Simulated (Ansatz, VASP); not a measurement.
## TaGe3Ru: VASP beside Ansatz

```
Ta Ge Ru
1.0
     4.69253    0.00000    0.00000
     0.00000    4.69253    0.00000
     0.00000    0.00000    4.69253
Ta Ge Ru
1 3 1
Direct
  0.00000 0.00000 0.00000
  0.00000 0.50000 0.50000
  0.50000 0.00000 0.50000
  0.50000 0.50000 0.00000
  0.50000 0.50000 0.50000
```

Change from the starting cell: species swapped into the CdNi3N type (Pm-3m, No. 221).

Alike in both runs: functional PBE; k mesh 4 × 4 × 4; occupations gaussian, width 0.1 eV; no spin polarisation.

Ansatz relaxed the structure, and its values are those at the end. VASP's run is a single point on that final structure, the one shown.

```csv
,VASP,Ansatz
version,VASP 6.6.1,Ansatz 0.2.0
potentials or method,"VASP PAW PBE potentials, release 64 (Ta_pv, Ge_d, Ru_pv), cutoff 520 eV","scalar-relativistic, plane waves, PAW"
valence electrons in the cell,67,71
```

```tsv
	VASP	Ansatz	Ansatz less VASP
gap on the k mesh at the Fermi level (eV)	none	none	-
pressure (GPa)	0.2	0.1	-0.15
```

A gap of «none» marks a metal or a gap that the smearing closes. VASP's potentials hold 67 valence electrons a cell and Ansatz's 71, so a difference there can come from the potentials and not from the codes.

Neither program's run includes spin-orbit coupling.
